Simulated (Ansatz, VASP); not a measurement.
Al: VASP beside Ansatz

```xyz
1
Lattice="-1.5946 1.5946 1.5946 1.5946 -1.5946 1.5946 1.5946 1.5946 -1.5946" Properties=species:S:1:pos:R:3 pbc="T T T"
Al    0.0000    0.0000    0.0000
```

Alike in both runs: task single point; functional LDA; k mesh 20 × 20 × 20; occupations gaussian, width 0.15 eV; no spin polarisation.

|  | VASP | Ansatz |
| --- | --- | --- |
| version | VASP 6.6.1 | Ansatz 0.2.0 |
| potentials or method | VASP PAW LDA potentials, release 64 (Al), cutoff 520 eV | scalar-relativistic, plane waves, PAW |
| valence electrons in the cell | 3 | 3 |

|  | VASP | Ansatz | Ansatz less VASP |
| --- | --- | --- | --- |
| gap on the k mesh at the Fermi level (eV) | none | none | - |
| pressure (GPa) | 0.0 | 0.0 | -0.08 |

LDA's correlation is that of Perdew and Zunger in VASP and of Perdew and Wang (1992) in Ansatz. A gap of «none» marks a metal or a gap that the smearing closes.
